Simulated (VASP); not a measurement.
Runs of VASP 6.6.1 on CdSe. The structure is that of space group F-43m (No. 216), or close to it. The cells are those of the table. 

```tsv
task	level	cell	k mesh	cutoff (eV)	smearing	gap on the mesh (eV)	pressure (GPa)
single point	r2SCAN	a = 4.338 Å, angles 60.0°, 2 atoms	8 × 8 × 8	520	gaussian 0.01 eV	1.03	0.2
relaxation of cell and atoms	PBE	relaxed from a = 4.185 Å, angles 60.0°, 2 atoms	6 × 6 × 6	600	fermi-dirac 0.02 eV	0.48	0.0
single point	PBE	a = 4.338 Å, angles 60.0°, 2 atoms	4 × 4 × 4	500	gaussian 0.01 eV	0.54	1.9
single point	PBE	a = 4.382 Å, angles 60.0°, 2 atoms	6 × 6 × 6	520	fermi-dirac 0.02 eV	(a)	0.2
single point	r2SCAN	a = 4.338 Å, angles 60.0°, 2 atoms	6 × 6 × 6	520	fermi-dirac 0.02 eV	1.03	0.2
```

Alike in all rows: potentials or basis VASP PAW PBE potentials, release 64 (Cd, Se); no spin polarisation.

Q: Fill in the values left out.

A: (a) 0.49.

Caveats: some runs use coarse meshes; the PAW data sets were made with another functional, which shifts forces and pressure a little (some runs).

A k mesh can miss the band edges, and the runs leave out spin-orbit coupling on Cd, Se.
